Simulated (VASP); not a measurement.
Input of a VASP 6.6.1 run:

File INCAR:

```
SYSTEM = Ti2CdOs2
PREC = Accurate ; ENCUT = 600
EDIFF = 1E-7 ; ISMEAR = 0
SIGMA = 0.1 ; LREAL = .False.
LASPH = .True. ; NELM = 60
ALGO = Normal ; ISIF = 3
LWAVE = .False. ; LCHARG = .False.
GGA = PE ; IBRION = 2
NSW = 90 ; EDIFFG = -0.04
```

Contents of KPOINTS:

```
regular mesh
0
Gamma
  4 4 4
  0 0 0
```

The input POSCAR:

```
Ti2CdOs2
1.0
    4.0513018600      0.0000000000      0.0000000000
    0.0000000000      4.0513018600      0.0000000000
    0.0000000000      0.0000000000      5.4954716900
Ti Cd Os
2 1 2
Direct
    0.0000000000      0.5000000000      0.5000000000
    0.5000000000      0.0000000000      0.5000000000
    0.0000000000      0.0000000000      0.0000000000
    0.5000000000      0.5000000000      0.2399999900
    0.5000000000      0.5000000000      0.7600000100
```

Potentials or basis: VASP PAW PBE potentials, release 64 (Ti_sv, Cd, Os).

Run with:

```sh
$ cat potpaw_PBE.64/Ti_sv/POTCAR potpaw_PBE.64/Cd/POTCAR potpaw_PBE.64/Os/POTCAR > POTCAR
$ mpirun -np 1 vasp_std > vasp.out
```

**Question.** What does it give for the band gap on the k mesh?

**Answer.** Zero (band 26 reaches 6.26 eV, above the bottom of band 27 at 4.87 eV).

**Question.** Predict the relaxed volume.

**Answer.** 18.81 Å³/atom.

Forces in eV/Å, atoms in the order of the input:
```
Ti   0.000  0.000  0.000
Ti   0.000  0.000  0.000
Cd   0.000  0.000  0.000
Os   0.000  0.000  0.036
Os   0.000  0.000 -0.036
```

Caveat: the k points lie up to 0.38 Å⁻¹ apart in the final cell; spin-orbit coupling is left out, which moves the levels of the heavy elements.
